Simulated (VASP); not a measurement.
GdN, 2 atoms in the cell. Symmetry: Fm-3m, No. 225, cubic system. Conventional cell: a = 4.999 Å, b = 4.999 Å, c = 4.999 Å, α = 90.00°, β = 90.00°, γ = 90.00°. Within 3.3 Å of Gd (site symmetry m-3m) lie 6 N at 2.50 Å. Within 3.3 Å of N (site symmetry m-3m) lie 6 Gd at 2.50 Å. 

```yaml
Program: VASP 6.6.1
Task: single point
Functional: PBE
Potentials_or_basis: VASP PAW PBE potentials, release 64 (Gd, N)
Cutoff: 520 eV
k_mesh: 10 × 10 × 10
Occupations: gaussian, width 0.05 eV
Spin: collinear spin, ferromagnetic start
Starting_moments: "[7.0, 0.0] μB"
Hubbard_terms: Gd f U = 6.0 eV
Dipole_correction: no
Further_INCAR_settings: ALGO = Normal; EDIFF = 1e-06; NBANDS = 22
```

Potentials or basis: VASP PAW PBE potentials, release 64 (Gd, N).

Launch:

```sh
$ cat potpaw_PBE.64/Gd/POTCAR potpaw_PBE.64/N/POTCAR > POTCAR
$ mpirun -np 1 vasp_std > vasp.out
```

Hardware: 1 thread of Intel Xeon 6975P-C, with other jobs on the host.

**Question.** How long does it take, and how much memory?

**Answer.** Wall time 83 s on 1 thread of Intel Xeon 6975P-C, on a shared host, peak memory 0.22 GiB. Counts: scf iterations 16, k points 47.
